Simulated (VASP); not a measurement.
Cr, 1 atom in the cell. Symmetry: Im-3m, No. 229, cubic system. Conventional cell: a = 2.893 Å, b = 2.893 Å, c = 2.893 Å, α = 90.00°, β = 90.00°, γ = 90.00°. Cr (site symmetry m-3m) has 14 Cr at 2.51 to 2.89 Å within 3.3 Å. 

| Property | Result |
| --- | --- |
| Program | VASP 6.6.1 |
| Task | electric field gradients |
| Functional | LDA |
| Potentials or basis | VASP PAW LDA potentials, release 64 (Cr_pv) |
| Cutoff | 520 eV |
| k mesh | 18 × 18 × 18 |
| Occupations | fermi-dirac, width 0.08 eV |
| Spin | collinear spin, ferromagnetic start |
| Starting moments | [3.0] μB |
| Dipole correction | no |
| Further INCAR settings | ALGO = Normal; EDIFF = 1e-08; NBANDS = 16 |

Potentials or basis: VASP PAW LDA potentials, release 64 (Cr_pv).

The run is started by

```sh
$ cat potpaw_LDA.64/Cr_pv/POTCAR > POTCAR
$ mpirun -np 1 vasp_std > vasp.out
```

Hardware: 1 thread of Intel Xeon 8259CL, with other jobs on the host.

Problem. Estimate the wall time of this run.

Solution. It took 72 s on 1 thread of Intel Xeon 8259CL, on a shared host, peak memory 0.14 GiB. Counts: scf iterations 15, k points 195.
